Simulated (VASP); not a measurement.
Set up this calculation in VASP 6.6.1, as the native input.

| Quantity | Value |
| --- | --- |
| Task | relaxation of cell and atoms |
| Functional | PBE |
| Potentials or basis | VASP PAW PBE potentials, release 64 (Yb, Be) |
| Cutoff | 600 eV |
| k mesh | 6 × 6 × 6 |
| Occupations | gaussian, width 0.1 eV |
| Spin | no spin polarisation |
| Dipole correction | no |
| Further INCAR settings | ALGO = Normal; EDIFF = 1e-06; IBRION = 2; EDIFFG = -0.04; NSW = 90; ISIF = 3 |

The structure of YbBe5 lies in POSCAR:

```
YbBe5
1.0
    0.0000000000      3.1959865900      3.1959865900
    3.1959865900      0.0000000000      3.1959865900
    3.1959865900      3.1959865900      0.0000000000
Yb Be
1 5
Direct
    0.0000000000      0.0000000000      0.0000000000
    0.2500000000      0.2500000000      0.2500000000
    0.1295901500      0.6234699500      0.6234699500
    0.6234699500      0.6234699500      0.6234699500
    0.6234699500      0.6234699500      0.1295901500
    0.6234699500      0.1295901500      0.6234699500
```

These files were run (other wordings do the same):

INCAR

```
  ALGO = Normal
  EDIFF = 1E-6
  EDIFFG = -0.04
  ENCUT = 600
  GGA = PE
  IBRION = 2
  ISIF = 3
  ISMEAR = 0
  LASPH = True
  LCHARG = False
  LREAL = False
  LWAVE = False
  NELM = 80
  NSW = 90
  PREC = Accurate
  SIGMA = 0.1
```

KPOINTS

```
k-points
0
Gamma
  6 6 6
```

Potentials or basis: VASP PAW PBE potentials, release 64 (Yb, Be).

Launch:

```sh
$ cat potpaw_PBE.64/Yb/POTCAR potpaw_PBE.64/Be/POTCAR > POTCAR
$ mpirun -np 1 vasp_std > vasp.out
```

Results of the run:

```yaml
Relaxed_volume: 11.57 Å³/atom
Relaxed_cell: a = 4.614 Å, b = 4.614 Å, c = 4.614 Å, α = 60.00°, β = 60.00°, γ = 60.00°
Space_group_after_relaxing_to_0.05_Å: F-43m (No. 216)
Energy_gained_by_relaxing: 12.3 meV/atom
Ionic_steps: 4
Pressure_after_relaxing: -0.2 GPa
Largest_force_after_relaxing: 0.031 eV/Å
Band_gap_on_the_k_mesh: zero (band 17 reaches 5.03 eV, above the bottom of band 18 at 4.08 eV)
```

Caveat: spin-orbit coupling is left out, which moves the levels of the heavy elements; without U or exact exchange the open f shell lies at the Fermi level, which spoils levels, moments and volumes.

Wall time 6.4 min on 1 thread of Intel(R) Xeon(R) Platinum 8259CL CPU @ 2.50GHz (Skylake/Cascade Lake), with other jobs on the host, peak memory 0.23 GiB.
